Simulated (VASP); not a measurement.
# Ba (I4/mcm) in VASP: further runs

The runs below take Ba through single point, with PBEsol.

Everything below comes from runs of VASP 6.6.1. Logs are shortened: lines on timing, memory, paths and dates and some standing lists are left out, and cuts for length are marked.

## Step 1: The cell of the first run

The structure is tetragonal, space group I4/mcm (No. 140). Conventional cell: a = 8.262 Å, b = 8.262 Å, c = 7.674 Å, α = 90.00°, β = 90.00°, γ = 90.00°. Ba (site symmetry m2m) has 11 Ba at 4.15 to 4.87 Å within 5.5 Å.

## Step 2: Single point, PBEsol

The input, INCAR:

```
SYSTEM = Ba
PREC     = Accurate       ! precision mode
ENCUT    = 520            ! plane-wave cutoff, eV
EDIFF    = 1E-6           ! SCF threshold, eV
ISMEAR   = 1              ! smearing method
SIGMA    = 0.05           ! smearing width, eV
LREAL    = .False.        ! projectors in reciprocal space
LASPH    = .True.         ! aspherical terms in the spheres
NELM     = 60             ! most SCF steps
ALGO     = Normal         ! electronic algorithm
ISIF     = 2              ! what is computed and relaxed
LWAVE    = .False.        ! write WAVECAR
LCHARG   = .True.         ! write CHGCAR
GGA      = PS             ! functional
LELF     = .True.         ! ELF
LVHAR    = .True.       
NBANDS   = 28             ! bands
```

The input, KPOINTS:

```
regular mesh
0
Gamma
  2 2 2
  0 0 0
```

The input, POSCAR:

```
Ba
1.0
   -4.1311950000      4.1311950000      3.8367710000
    4.1311950000     -4.1311950000      3.8367710000
    4.1311950000      4.1311950000     -3.8367710000
Ba
4
Direct
    0.8181420000      0.6818580000      0.5000000000
    0.1818580000      0.3181420000      0.5000000000
    0.3181420000      0.8181420000      0.1362840000
    0.6818580000      0.1818580000      0.8637160000
```

Potentials or basis: VASP PAW PBE potentials, release 64 (Ba_sv).

On the command line:

```console
> cat potpaw_PBE.64/Ba_sv/POTCAR > POTCAR
> mpirun -np 1 vasp_std > vasp.out
```

OUTCAR:

```text
SYSTEM = Ba
   PREC = Accurate
   ENCUT = 520
   EDIFF = 1E-6
   ISMEAR = 1
   LREAL = .False.
   LASPH = .True.
   NELM = 60
   ISIF = 2
   GGA = PS

 ion  position               nearest neighbor table
   1  0.818  0.682  0.500-   2 4.15   2 4.15   2 4.25   4 4.28   4 4.28   3 4.28   3 4.28
   2  0.182  0.318  0.500-   1 4.15   1 4.15   1 4.25   4 4.28   3 4.28   3 4.28   4 4.28
   3  0.318  0.818  0.136-   4 4.15   4 4.15   4 4.25   1 4.28   2 4.28   1 4.28   2 4.28
   4  0.682  0.182  0.864-   3 4.15   3 4.15   3 4.25   1 4.28   2 4.28   1 4.28   2 4.28

  LATTYP: Found a body centered tetragonal cell.
 ALAT       =     8.2623900000
 C/A-ratio  =     0.9287315172

  Lattice vectors:

 A1 = (  -4.1311950000,   4.1311950000,   3.8367710000)
 A2 = (   4.1311950000,  -4.1311950000,   3.8367710000)
 A3 = (   4.1311950000,   4.1311950000,  -3.8367710000)

Analysis of symmetry for initial positions (statically):
=====================================================================
 Subroutine PRICEL returns:
 Original cell was already a primitive cell.

 Routine SETGRP: Setting up the symmetry group for a
 body centered tetragonal supercell.

 Subroutine GETGRP returns: Found 16 space group operations
 (whereof  8 operations were pure point group operations)
 out of a pool of 16 trial point group operations.

The static configuration has the point symmetry C_4h.
 The point group associated with its full space group is D_4h.

Analysis of symmetry for dynamics (positions and initial velocities):
=====================================================================
 Subroutine PRICEL returns:
 Original cell was already a primitive cell.

 Routine SETGRP: Setting up the symmetry group for a
 body centered tetragonal supercell.

 Subroutine GETGRP returns: Found 16 space group operations
 (whereof  8 operations were pure point group operations)
 out of a pool of 16 trial point group operations.

The dynamic configuration has the point symmetry C_4h.
 The point group associated with its full space group is D_4h.

 Subroutine INISYM returns: Found 16 space group operations
 (whereof  8 operations are pure point group operations),
 and found     1 'primitive' translations

----------------------------------------------------------------------------------------

                                     Primitive cell

  volume of cell :     261.9252

  direct lattice vectors                    reciprocal lattice vectors
    -4.131195000  4.131195000  3.836771000     0.000000000  0.121030356  0.130317916
     4.131195000 -4.131195000  3.836771000     0.121030356  0.000000000  0.130317916
     4.131195000  4.131195000 -3.836771000     0.121030356  0.121030356  0.000000000

  length of vectors
     6.989589113  6.989589113  6.989589113     0.177851360  0.177851360  0.171162770

  position of ions in fractional coordinates (direct lattice)
     0.818142000  0.681858000  0.500000000
     0.181858000  0.318142000  0.500000000
     0.318142000  0.818142000  0.136284000
     0.681858000  0.181858000  0.863716000

  ion indices of the primitive-cell ions
   primitive index   ion index
                 1           1
                 2           2
                 3           3
                 4           4

----------------------------------------------------------------------------------------

 KPOINTS: regular mesh

Automatic generation of k-mesh.
 Grid dimensions read from file:
 generate k-points for:    2    2    2

 Generating k-lattice:

  Cartesian coordinates                     Fractional coordinates (reciprocal lattice)
     0.000000000  0.060515178  0.065158958     0.500000000  0.000000000 -0.000000000
     0.060515178  0.000000000  0.065158958     0.000000000  0.500000000 -0.000000000
     0.060515178  0.060515178  0.000000000     0.000000000  0.000000000  0.500000000

  Length of vectors
     0.088925680  0.088925680  0.085581385

  Shift w.r.t. Gamma in fractional coordinates (k-lattice)
     0.000000000  0.000000000  0.000000000

 Subroutine IBZKPT returns following result:
 ===========================================

 Found      4 irreducible k-points:

 Following reciprocal coordinates:
            Coordinates               Weight
  0.000000  0.000000  0.000000      1.000000
  0.500000  0.000000 -0.000000      4.000000
  0.500000  0.500000 -0.000000      2.000000
  0.500000  0.500000  0.500000      1.000000
   k-points           NKPTS =      4   k-points in BZ     NKDIM =      4   number of bands    NBANDS=     28
   number of dos      NEDOS =    301   number of ions     NIONS =      4
   total plane-waves  NPLWV = 157464
   dimension x,y,z NGX =    54 NGY =   54 NGZ =   54
   dimension x,y,z NGXF=   108 NGYF=  108 NGZF=  108
   ions per type =               4
   NGX,Y,Z   is equivalent  to a cutoff of  12.84, 12.84, 12.84 a.u.
   NGXF,Y,Z  is equivalent  to a cutoff of  25.69, 25.69, 25.69 a.u.
 SYSTEM =  Ba
   PREC   = accura    normal or accurate (medium, high low for compatibility)
   ISTART =      0    job   : 0-new  1-cont  2-samecut
   ICHARG =      2    charge: 1-file 2-atom 10-const
   ISPIN  =      1    spin polarized calculation?
   LNONCOLLINEAR =      F non collinear calculations
   LSORBIT =      F    spin-orbit coupling
   LASPH  =      T    aspherical Exc in radial PAW
   ENCUT  =  520.0 eV  38.22 Ry    6.18 a.u.  13.00 13.00 13.00*2*pi/ulx,y,z
   NELM   =     60;   NELMIN=  2; NELMDL= -5     # of ELM steps
   EDIFF  = 0.1E-05   stopping-criterion for ELM
   LREAL  =      F    real-space projection
   EDIFFG = 0.1E-04   stopping-criterion for IOM
   NSW    =      0    number of steps for IOM
   IBRION =     -1    ionic relax: 0-MD 1-quasi-New 2-CG
   NFREE  =      0    steps in history (QN), initial steepest desc. (CG)
   ISIF   =      2    stress and relaxation
   ISYM   =      2    0-nonsym 1-usesym 2-fastsym
   POTIM  = 0.5000    time-step for ionic-motion
   TEBEG  =    0.0;   TEEND  =   0.0 temperature during run
   PSTRESS=    0.0 pullay stress
   NELECT =      40.0000    total number of electrons
   NUPDOWN=      -1.0000    fix difference up-down
   EMIN   =  10.00;   EMAX   =-10.00  energy-range for DOS
   EFERMI =   0.00;   METHOD = LEGACY
   ISMEAR =     1;   SIGMA  =   0.05  broadening in eV -4-tet -1-fermi 0-gaus
   EFERMI_NEDOS =   21; number of points for ismear=-14 and -15
   IALGO  =     38    algorithm
   IMIX   =      4    mixing-type and parameters
     AMIX     =   0.40;   BMIX     =  1.00
     AMIX_MAG =   1.60;   BMIX_MAG =  1.00
  volume/ion in A,a.u.               =      65.48       441.89
  Fermi-wavevector in a.u.,A,eV,Ry     =   0.875056  1.653616 10.418289  0.765723
  Thomas-Fermi vector in A             =   1.994673
   LORBIT       =      0    0 simple, 1 ext, 2 COOP (PROOUT), +10 PAW based schemes
   GGA     = PS    functional components
   LHFCALC =     F    Hartree Fock is set to
   AEXX    =    0.0000 exact exchange contribution
   IVDW    =     0    specifies the selected vdW correction
   LEPSILON=     F    determine dielectric tensor
   LRPA    =     F    only Hartree local field effects (RPA)
 non-spin polarized calculation
 Methfessel and Paxton  Order N= 1 SIGMA  =   0.05
  energy-cutoff  :      520.00
  volume of cell :      261.93
 maximum number of plane-waves:      7062
 NGX is ok and might be reduce to    54
   NGX = 25   NGY = 25   NGZ = 25

 number of electron      40.0000001 magnetization

 Free energy of the ion-electron system (eV)
  ---------------------------------------------------
  ext. energy  EPLUGINS =         0.00000000
  ---------------------------------------------------
  free energy    TOTEN  =        -7.98654735 eV

  energy without entropy =       -7.98280480  energy(sigma->0) =       -7.98529984

 E-fermi :   1.4538     XC(G=0):  -7.3557

 val. band max:        1.4378333056   @ k =   0.5000   0.5000  -0.0000
 cond. band min:       1.4957582829   @ k =   0.5000   0.5000  -0.0000
 fundamental gap:      0.0579249774
 Fermi energy:         1.4538476713

 k-point     1 :       0.0000    0.0000    0.0000
  band No.  band energies     occupation
      1     -27.5842      2.00000
      2     -27.5304      2.00000
      3     -27.5120      2.00000
      4     -27.5120      2.00000
      5     -12.9795      2.00000
      6     -12.8839      2.00000
      7     -12.8839      2.00000
      8     -12.8579      2.00000
      9     -12.8579      2.00000
     10     -12.8097      2.00000
     11     -12.6826      2.00000
     12     -12.5436      2.00000
     13     -12.5221      2.00000
     14     -12.4956      2.00000
     15     -12.4949      2.00000
     16     -12.4949      2.00000
     17      -1.3160      2.00000
     18       0.9431      2.00000
     19       0.9442      2.00000
     20       1.1948      2.00000
     21       1.6607     -0.00000
     22       1.6607     -0.00000
     23       2.2839     -0.00000
     24       2.4043     -0.00000
     25       2.7486      0.00000
     26       2.8770      0.00000
     27       2.8814      0.00000
     28       2.9842      0.00000

 k-point     2 :       0.5000    0.0000   -0.0000
  band No.  band energies     occupation
      1     -27.5477      2.00000
      2     -27.5477      2.00000
      3     -27.5218      2.00000
      4     -27.5218      2.00000
      5     -12.9716      2.00000
      6     -12.9716      2.00000
      7     -12.7837      2.00000
      8     -12.7837      2.00000
      9     -12.7358      2.00000
     10     -12.7358      2.00000
     11     -12.6388      2.00000
     12     -12.6388      2.00000
     13     -12.6044      2.00000
     14     -12.6044      2.00000
     15     -12.5312      2.00000
     16     -12.5312      2.00000
     17       0.2031      2.00000
     18       0.2031      2.00000
     19       0.9093      2.00000
     20       0.9093      2.00000
     21       1.6159     -0.00005
     22       1.6159     -0.00005
     23       2.3227     -0.00000
     24       2.3227     -0.00000
     25       2.5188      0.00000
     26       2.5188      0.00000
     27       2.6228      0.00000
     28       2.6228      0.00000

 k-point     3 :       0.5000    0.5000   -0.0000
  band No.  band energies     occupation
      1     -27.5578      2.00000
      2     -27.5451      2.00000
      3     -27.5239      2.00000
      4     -27.5121      2.00000
      5     -12.9145      2.00000
      6     -12.8856      2.00000
      7     -12.8477      2.00000
      8     -12.8004      2.00000
      9     -12.7993      2.00000
     10     -12.7752      2.00000
     11     -12.7218      2.00000
     12     -12.6545      2.00000
     13     -12.5914      2.00000
     14     -12.5375      2.00000
     15     -12.5093      2.00000
     16     -12.4968      2.00000
     17      -0.0873      2.00000
     18       0.3437      2.00000
     19       1.4148      1.96970
     20       1.4375      1.52088
     21       1.4378      1.51250
     22       1.4958      0.00162
     23       1.5738     -0.00359
     24       2.4683      0.00000
     25       2.4762      0.00000
     26       2.7244      0.00000
     27       2.8852      0.00000
     28       3.0143      0.00000

 k-point     4 :       0.5000    0.5000    0.5000
  band No.  band energies     occupation
      1     -27.5449      2.00000
      2     -27.5449      2.00000
      3     -27.5431      2.00000
      4     -27.5059      2.00000
      5     -13.0055      2.00000
      6     -13.0050      2.00000
      7     -12.9087      2.00000
      8     -12.8105      2.00000
      9     -12.8105      2.00000
     10     -12.8055      2.00000
     11     -12.6143      2.00000
     12     -12.5303      2.00000
     13     -12.5136      2.00000
     14     -12.5136      2.00000
     15     -12.4968      2.00000
     16     -12.4968      2.00000
     17       0.4265      2.00000
     18       0.5809      2.00000
     19       0.5809      2.00000
     20       1.5812     -0.00187
     21       1.7373     -0.00000
     22       1.9408     -0.00000
     23       1.9408     -0.00000
     24       2.2009     -0.00000
     25       2.3442     -0.00000
     26       2.6905      0.00000
     27       2.7716      0.00000
     28       2.9401      0.00000

------------------------ aborting loop because EDIFF is reached ----------------------------------------

  FORCE on cell =-STRESS in cart. coord.  units (eV):
  Direction    XX          YY          ZZ          XY          YZ          ZX
  --------------------------------------------------------------------------------------
  -------------------------------------------------------------------------------------
  Total       -0.9446127     -0.9446127     -1.6501873      0.0000000      0.0000000      0.0000000
  in kB       -5.7781275     -5.7781275    -10.0940758      0.0000000      0.0000000      0.0000000
  external PRESSURE =      -7.2167769 kB  Pullay stress =       0.0000000 kB

 VOLUME and BASIS-vectors are now :
 -----------------------------------------------------------------------------
  energy-cutoff  :      520.00
  volume of cell :      261.93
      direct lattice vectors                 reciprocal lattice vectors
    -4.131195000  4.131195000  3.836771000     0.000000000  0.121030356  0.130317916
     4.131195000 -4.131195000  3.836771000     0.121030356  0.000000000  0.130317916
     4.131195000  4.131195000 -3.836771000     0.121030356  0.121030356  0.000000000

 POSITION                                       TOTAL-FORCE (eV/Angst)
 -----------------------------------------------------------------------------------
      1.50258      2.62861      3.83677        -0.146223      0.146223      0.000000
      2.62861      1.50258      0.00000         0.146223     -0.146223      0.000000
      2.62861     -1.50258      3.83677         0.146223      0.146223      0.000000
      1.50258      5.63378      0.00000        -0.146223     -0.146223     -0.000000
 -----------------------------------------------------------------------------------
    total drift:                                0.000000     -0.000000      0.000000

  FREE ENERGIE OF THE ION-ELECTRON SYSTEM (eV)
  ---------------------------------------------------
  free  energy   TOTEN  =        -7.9865473523 eV

  energy  without entropy=       -7.9828048041  energy(sigma->0) =       -7.98529984
```

It took 30 s on 1 thread of AMD EPYC 7R13 (Zen 3), shared host; peak memory 0.34 GiB.

Results:

* Free energy: -7.9865 eV
* Pressure: -0.7 GPa
* Largest force: 0.207 eV/Å
* Band gap on the k mesh: zero (bands 20 and 21 overlap by 0.14 eV)

Forces in eV/Å, atoms in the order of the input:
```
Ba  -0.146  0.146  0.000
Ba   0.146 -0.146  0.000
Ba   0.146  0.146  0.000
Ba  -0.146 -0.146  0.000
```

Stress tensor (GPa, compression positive):
```
-0.58  0.00  0.00
 0.00 -0.58  0.00
 0.00  0.00 -1.01
```

Levels at points of the mesh, in eV from the Fermi level:
| k point | band 18 | band 19 | band 20 | band 21 | band 22 | band 23 |
| --- | --- | --- | --- | --- | --- | --- |
| (0.00, 0.00, 0.00) | -0.51 | -0.51 | -0.26 | 0.21 | 0.21 | 0.83 |
| (0.50, 0.00, 0.00) | -1.25 | -0.54 | -0.54 | 0.16 | 0.16 | 0.87 |
| (0.50, 0.50, 0.00) | -1.11 | -0.04 | -0.02 | -0.02 | 0.04 | 0.12 |
| (0.50, 0.50, 0.50) | -0.87 | -0.87 | 0.13 | 0.28 | 0.49 | 0.49 |

Caveat: the k points lie up to 0.56 Å⁻¹ apart; the PAW data sets were made with another functional, which shifts forces and pressure a little; spin-orbit coupling is left out, which moves the levels of the heavy elements.

## Step 3: Single point, PBEsol

The input, INCAR:

```
PREC     = Accurate       # precision mode
ENCUT    = 520            # plane-wave cutoff, eV
EDIFF    = 1E-6           # SCF threshold, eV
ISMEAR   = 1              # smearing method
SIGMA    = 0.05           # smearing width, eV
LREAL    = False          # projectors in reciprocal space
LASPH    = True           # aspherical terms in the spheres
NELM     = 100            # most SCF steps
ALGO     = Normal         # electronic algorithm
ISIF     = 2              # what is computed and relaxed
LWAVE    = False          # write WAVECAR
LCHARG   = False          # write CHGCAR
GGA      = PS             # functional
NBANDS   = 28             # bands
```

The input, KPOINTS:

```
regular mesh
0
Gamma
  4 4 4
```

POSCAR is that of step 2.

Potentials or basis: VASP PAW PBE potentials, release 64 (Ba_sv).

On the command line:

```console
> cat potpaw_PBE.64/Ba_sv/POTCAR > POTCAR
> mpirun -np 1 vasp_std > vasp.out
```

Wall time 78 s (1 thread of AMD EPYC 7R13 (Zen 3), shared host); peak memory 0.38 GiB.

Results (log left out):

| Property | Result |
| --- | --- |
| Free energy | -7.9640 eV |
| Pressure | -0.7 GPa |
| Largest force | 0.119 eV/Å |
| Band gap on the k mesh | zero (bands 20 and 21 overlap by 0.22 eV) |

Forces in eV/Å, atoms in the order of the input:
```
Ba  -0.084  0.084  0.000
Ba   0.084 -0.084  0.000
Ba   0.084  0.084  0.000
Ba  -0.084 -0.084  0.000
```

Stress tensor (GPa, compression positive):
```
-0.55  0.00  0.00
 0.00 -0.55  0.00
 0.00  0.00 -0.89
```

Levels at points of the mesh, in eV from the Fermi level:
```tsv
k point	band 18	band 19	band 20	band 21	band 22	band 23
(0.00, 0.00, 0.00)	-0.47	-0.45	-0.22	0.24	0.24	0.88
(0.50, 0.00, 0.00)	-1.20	-0.50	-0.50	0.21	0.21	0.91
(0.50, 0.50, 0.00)	-1.07	0.00	0.02	0.03	0.10	0.16
(0.50, 0.50, 0.50)	-0.83	-0.83	0.19	0.32	0.53	0.53
```

Caveat: the PAW data sets were made with another functional, which shifts forces and pressure a little; spin-orbit coupling is left out, which moves the levels of the heavy elements.
